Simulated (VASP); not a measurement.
Set up this calculation in VASP 6.6.1, as the native input.

```
Task                   : single point
Functional             : PBE
Potentials or basis    : VASP PAW PBE potentials, release 64 (Pt)
Cutoff                 : 520 eV
k mesh                 : 10 × 10 × 10
Occupations            : gaussian, width 0.15 eV
Spin                   : no spin polarisation
Dipole correction      : no
Further INCAR settings : ALGO = Normal; EDIFF = 1e-06; NBANDS = 11
```

The structure of Pt lies in POSCAR:

```
Pt
1.0
    0.0000000000      1.9285315000      1.9285315000
    1.9579000000     -0.0293685000      1.9579000000
    1.9579000000      1.9579000000     -0.0293685000
Pt
1
Direct
    0.0000000000      0.0000000000      0.0000000000
```

This cell differs from its parent crystal: strain -0.0300 x Voigt [0, 0, 0, 1, 0, 0].

One way to write it, as run:

INCAR

```
SYSTEM = Pt
PREC = Accurate ; ENCUT = 520
EDIFF = 1E-6 ; ISMEAR = 0
SIGMA = 0.15 ; LREAL = .FALSE.
LASPH = .TRUE. ; NELM = 60
ALGO = Normal ; ISIF = 2
LWAVE = .FALSE. ; LCHARG = .FALSE.
GGA = PE ; NBANDS = 11
```

KPOINTS

```
regular mesh
0
G
  10 10 10
  0 0 0
```

Potentials or basis: VASP PAW PBE potentials, release 64 (Pt).

The run is started by

```sh
$ cat potpaw_PBE.64/Pt/POTCAR > POTCAR
$ mpirun -np 1 vasp_std > vasp.out
```

Results of the run:

| Property | Result |
| --- | --- |
| Pressure | 11.5 GPa |
| Band gap on the k mesh | zero (band 5 reaches 11.89 eV, above the bottom of band 6 at 9.61 eV) |

Caveat: the cell differs from its parent crystal (strain -0.0300 x Voigt [0, 0, 0, 1, 0, 0]); spin-orbit coupling is left out, which moves the levels of the heavy elements.

It took 15 s on 1 thread of Intel(R) Xeon(R) Platinum 8375C CPU @ 2.90GHz (Ice Lake), with other jobs on the host, peak memory 0.15 GiB.
